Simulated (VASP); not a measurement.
A run of VASP 6.6.1:

File POSCAR:

```
K
1.0
    0.0000000000      4.6738279009      4.6738279009
    4.6738279009      0.0000000000      4.6738279009
    4.6738279009      4.6738279009      0.0000000000
K
2
Direct
   -0.1250000000     -0.1250000000     -0.1250000000
    0.1250000000      0.1250000000      0.1250000000
```

The input INCAR.step1:

```
PREC = Accurate
ENCUT = 520
EDIFF = 1E-6
ISMEAR = -1
SIGMA = 0.1
LREAL = False
LASPH = True
NELM = 100
ALGO = Normal
ISIF = 2
LWAVE = False
LCHARG = True
GGA = PE
NBANDS = 16
```

File KPOINTS.step1:

```
regular mesh
0
Gamma
  8 8 8
```

Contents of INCAR.step2:

```
PREC = Accurate
ENCUT = 520
EDIFF = 1E-6
ISMEAR = -5
SIGMA = 0.1
LREAL = False
LASPH = True
NELM = 100
ALGO = Normal
ISIF = 2
LWAVE = False
LCHARG = False
GGA = PE
LORBIT = 11
NBANDS = 16
NEDOS = 1001
ICHARG = 11
```

The input KPOINTS.step2:

```
regular mesh
0
Gamma
  12 12 12
```

Potentials or basis: VASP PAW PBE potentials, release 64 (K_sv).

Command:

```bash
$ cat potpaw_PBE.64/K_sv/POTCAR > POTCAR
$ cp INCAR.step1 INCAR
$ cp KPOINTS.step1 KPOINTS
$ mpirun -np 1 vasp_std > vasp.out
$ cp INCAR.step2 INCAR
$ cp KPOINTS.step2 KPOINTS
$ mpirun -np 1 vasp_std > vasp.out
```

Hardware: 1 thread of Oxide Virtual Turin-like Processor (shared host).

How long does it take, and how much memory?

It took 4.3 min on 1 thread of Oxide Virtual Turin-like Processor, on a shared host, peak memory 0.39 GiB. Counts: k points 72.
